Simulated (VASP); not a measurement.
# MnSi in VASP: further runs, part 2 of 3

VASP 6.6.1.

### 3 Single point, PBE, collinear spin, ferromagnetic start (14.13 Å³/atom)

This run uses another cell than the first one, of 14.13 Å³/atom.

The input, INCAR:

```
SYSTEM = MnSi
PREC = Accurate ; ENCUT = 520
EDIFF = 1E-6 ; ISMEAR = -1
SIGMA = 0.05 ; LREAL = .FALSE.
LASPH = .TRUE. ; NELM = 150
ALGO = Normal ; ISIF = 2
LWAVE = .FALSE. ; LCHARG = .FALSE.
ISPIN = 2 ; MAGMOM = 4 0
LORBIT = 11 ; LMAXMIX = 4
GGA = PE ; NBANDS = 20
```

The input, KPOINTS:

```
regular mesh
0
G
  9 9 9
  0 0 0
```

The input, POSCAR:

```
MnSi
1.0
    3.0460234227      0.0000000000      0.0000000000
    0.0000000000      3.0460234227      0.0000000000
    0.0000000000      0.0000000000      3.0460234227
Mn Si
1 1
Direct
    0.5000000000      0.5000000000      0.5000000000
    0.0000000000      0.0000000000      0.0000000000
```

Potentials or basis: VASP PAW PBE potentials, release 64 (Mn_pv, Si).

Run with:

```sh
$ cat potpaw_PBE.64/Mn_pv/POTCAR potpaw_PBE.64/Si/POTCAR > POTCAR
$ mpirun -np 1 vasp_std > vasp.out
```

OUTCAR:

```text
SYSTEM = MnSi
   PREC = Accurate
   ENCUT = 520
   EDIFF = 1E-6
   ISMEAR = -1
   LREAL = .FALSE.
   LASPH = .TRUE.
   NELM = 150
   ISIF = 2
   ISPIN = 2
   LORBIT = 11
   GGA = PE

 ion  position               nearest neighbor table
   1  0.500  0.500  0.500-   2 2.64   2 2.64   2 2.64   2 2.64   2 2.64   2 2.64   2 2.64   2 2.64

   2  0.000  0.000  0.000-   1 2.64   1 2.64   1 2.64   1 2.64   1 2.64   1 2.64   1 2.64   1 2.64

  LATTYP: Found a simple cubic cell.
 ALAT       =     3.0460234227

  Lattice vectors:

 A1 = (   3.0460234227,   0.0000000000,   0.0000000000)
 A2 = (   0.0000000000,   3.0460234227,   0.0000000000)
 A3 = (   0.0000000000,   0.0000000000,   3.0460234227)

Analysis of symmetry for initial positions (statically):
=====================================================================
 Subroutine PRICEL returns:
 Original cell was already a primitive cell.

 Routine SETGRP: Setting up the symmetry group for a
 simple cubic supercell.

 Subroutine GETGRP returns: Found 48 space group operations
 (whereof 48 operations were pure point group operations)
 out of a pool of 48 trial point group operations.

The static configuration has the point symmetry O_h .

Analysis of symmetry for dynamics (positions and initial velocities):
=====================================================================
 Subroutine PRICEL returns:
 Original cell was already a primitive cell.

 Routine SETGRP: Setting up the symmetry group for a
 simple cubic supercell.

 Subroutine GETGRP returns: Found 48 space group operations
 (whereof 48 operations were pure point group operations)
 out of a pool of 48 trial point group operations.

The dynamic configuration has the point symmetry O_h .

Analysis of structural, dynamic, and magnetic symmetry:
=====================================================================
 Subroutine PRICEL returns:
 Original cell was already a primitive cell.

 Routine SETGRP: Setting up the symmetry group for a
 simple cubic supercell.

 Subroutine GETGRP returns: Found 48 space group operations
 (whereof 48 operations were pure point group operations)
 out of a pool of 48 trial point group operations.

The overall configuration has the point symmetry O_h .

 Subroutine INISYM returns: Found 48 space group operations
 (whereof 48 operations are pure point group operations),
 and found     1 'primitive' translations

----------------------------------------------------------------------------------------

                                     Primitive cell

  volume of cell :      28.2618

  direct lattice vectors                    reciprocal lattice vectors
     3.046023423  0.000000000  0.000000000     0.328296885  0.000000000  0.000000000
     0.000000000  3.046023423  0.000000000     0.000000000  0.328296885  0.000000000
     0.000000000  0.000000000  3.046023423     0.000000000  0.000000000  0.328296885

  length of vectors
     3.046023423  3.046023423  3.046023423     0.328296885  0.328296885  0.328296885

  position of ions in fractional coordinates (direct lattice)
     0.500000000  0.500000000  0.500000000
     0.000000000  0.000000000  0.000000000

  ion indices of the primitive-cell ions
   primitive index   ion index
                 1           1
                 2           2
[... 64 lines left out ...]
   ISTART =      0    job   : 0-new  1-cont  2-samecut
   ICHARG =      2    charge: 1-file 2-atom 10-const
   ISPIN  =      2    spin polarized calculation?
   LNONCOLLINEAR =      F non collinear calculations
   LSORBIT =      F    spin-orbit coupling
   LASPH  =      T    aspherical Exc in radial PAW
   ENCUT  =  520.0 eV  38.22 Ry    6.18 a.u.   5.66  5.66  5.66*2*pi/ulx,y,z
   NELM   =    150;   NELMIN=  2; NELMDL= -5     # of ELM steps
   EDIFF  = 0.1E-05   stopping-criterion for ELM
   LREAL  =      F    real-space projection
   EDIFFG = 0.1E-04   stopping-criterion for IOM
   NSW    =      0    number of steps for IOM
   IBRION =     -1    ionic relax: 0-MD 1-quasi-New 2-CG
   NFREE  =      0    steps in history (QN), initial steepest desc. (CG)
   ISIF   =      2    stress and relaxation
   ISYM   =      2    0-nonsym 1-usesym 2-fastsym
   POTIM  = 0.5000    time-step for ionic-motion
   TEBEG  =    0.0;   TEEND  =   0.0 temperature during run
   PSTRESS=    0.0 pullay stress
   NELECT =      17.0000    total number of electrons
   NUPDOWN=      -1.0000    fix difference up-down
   EMIN   =  10.00;   EMAX   =-10.00  energy-range for DOS
   EFERMI =   0.00;   METHOD = LEGACY
   ISMEAR =    -1;   SIGMA  =   0.05  broadening in eV -4-tet -1-fermi 0-gaus
   EFERMI_NEDOS =   21; number of points for ismear=-14 and -15
   IALGO  =     38    algorithm
   IMIX   =      4    mixing-type and parameters
     AMIX     =   0.40;   BMIX     =  1.00
     AMIX_MAG =   1.60;   BMIX_MAG =  1.00
  volume/ion in A,a.u.               =      14.13        95.36
  Fermi-wavevector in a.u.,A,eV,Ry     =   1.381947  2.611500 25.984082  1.909776
  Thomas-Fermi vector in A             =   2.506684
   LORBIT       =     11    0 simple, 1 ext, 2 COOP (PROOUT), +10 PAW based schemes
   GGA     = PE    functional components
   LHFCALC =     F    Hartree Fock is set to
   AEXX    =    0.0000 exact exchange contribution
   IVDW    =     0    specifies the selected vdW correction
   LEPSILON=     F    determine dielectric tensor
   LRPA    =     F    only Hartree local field effects (RPA)
 spin polarized calculation
  energy-cutoff  :      520.00
  volume of cell :       28.26
 maximum number of plane-waves:       776
 NGX is ok and might be reduce to    24
   NGX = 11   NGY = 11   NGZ = 11

 number of electron      17.0000020 magnetization       1.9473883

 Free energy of the ion-electron system (eV)
  ---------------------------------------------------
  ext. energy  EPLUGINS =         0.00000000
  ---------------------------------------------------
  free energy    TOTEN  =       -14.30427019 eV

  energy without entropy =      -14.27855280  energy(sigma->0) =      -14.29141150

 E-fermi :   8.9365     XC(G=0): -11.8286

 val. band max:        8.9062212203   @ k =   0.3333   0.3333   0.0000
 cond. band min:       8.9370685811   @ k =   0.4444   0.3333   0.0000
 fundamental gap:      0.0308473607
 Fermi energy:         8.9364901598

 spin component 1

 k-point     1 :       0.0000    0.0000    0.0000
  band No.  band energies     occupation
      1     -39.8895      1.00000
      2     -39.8895      1.00000
      3     -39.8895      1.00000
      4      -2.8417      1.00000
      5       6.0727      1.00000
      6       6.0727      1.00000
[... 541 lines left out ...]
     19      26.4663      0.00000
     20      27.5135      0.00000

 [... further k-points ...]

 spin component 2

 k-point     1 :       0.0000    0.0000    0.0000
  band No.  band energies     occupation
      1     -37.6751      1.00000
      2     -37.6751      1.00000
      3     -37.6751      1.00000
      4      -2.8891      1.00000
      5       7.3953      1.00000
      6       7.3953      1.00000
[... 541 lines left out ...]
     19      27.0134      0.00000
     20      27.3736      0.00000

 [... further k-points ...]

------------------------ aborting loop because EDIFF is reached ----------------------------------------

  FORCE on cell =-STRESS in cart. coord.  units (eV):
  Direction    XX          YY          ZZ          XY          YZ          ZX
  --------------------------------------------------------------------------------------
  -------------------------------------------------------------------------------------
  Total       -3.8172231     -3.8172231     -3.8172231      0.0000000      0.0000000      0.0000000
  in kB     -216.4005748   -216.4005748   -216.4005748      0.0000000      0.0000000      0.0000000
  external PRESSURE =    -216.4005748 kB  Pullay stress =       0.0000000 kB

 VOLUME and BASIS-vectors are now :
 -----------------------------------------------------------------------------
  energy-cutoff  :      520.00
  volume of cell :       28.26
      direct lattice vectors                 reciprocal lattice vectors
     3.046023423  0.000000000  0.000000000     0.328296885  0.000000000  0.000000000
     0.000000000  3.046023423  0.000000000     0.000000000  0.328296885  0.000000000
     0.000000000  0.000000000  3.046023423     0.000000000  0.000000000  0.328296885

 POSITION                                       TOTAL-FORCE (eV/Angst)
 -----------------------------------------------------------------------------------
      1.52301      1.52301      1.52301         0.000000      0.000000      0.000000
      0.00000      0.00000      0.00000         0.000000      0.000000      0.000000
 -----------------------------------------------------------------------------------
    total drift:                                0.000000      0.000000     -0.000000

  FREE ENERGIE OF THE ION-ELECTRON SYSTEM (eV)
  ---------------------------------------------------
  free  energy   TOTEN  =       -14.3042701924 eV

  energy  without entropy=      -14.2785528019  energy(sigma->0) =      -14.29141150

 total charge

# of ion       s       p       d       tot
------------------------------------------
    1        0.274   6.228   5.151  11.653
    2        0.756   0.775   0.000   1.531
--------------------------------------------------
tot          1.030   7.004   5.151  13.184

 magnetization (x)

# of ion       s       p       d       tot
------------------------------------------
    1        0.004   0.015   2.071   2.089
    2       -0.028  -0.084   0.000  -0.112
--------------------------------------------------
tot         -0.024  -0.069   2.071   1.977
```

stdout:

```text
POSCAR found type information on POSCAR MnSi
 POSCAR found :  2 types and       2 ions
 scaLAPACK will be used
 LDA part: xc-table for (Slater+PW92), standard interpolation
 POSCAR, INCAR and KPOINTS ok, starting setup
 FFT: planning ... GRIDC
 FFT: planning ... GRID_SOFT
 FFT: planning ... GRID
 WAVECAR not read
 entering main loop
```

Wall time 77 s (1 thread of Intel Xeon 8259CL, shared host); peak memory 0.16 GiB.

What came out:

| Quantity | Value |
| --- | --- |
| Free energy | -14.3043 eV |
| Pressure | -21.6 GPa |
| Net moment | 1.95 μB per cell |
| Site moments | Mn +2.09; Si -0.11 μB |
| Valence electrons inside the program's atomic spheres | Mn 11.65; Si 1.53 |

Caveat: the cell stands under tension.

[end of part 2 of 3]
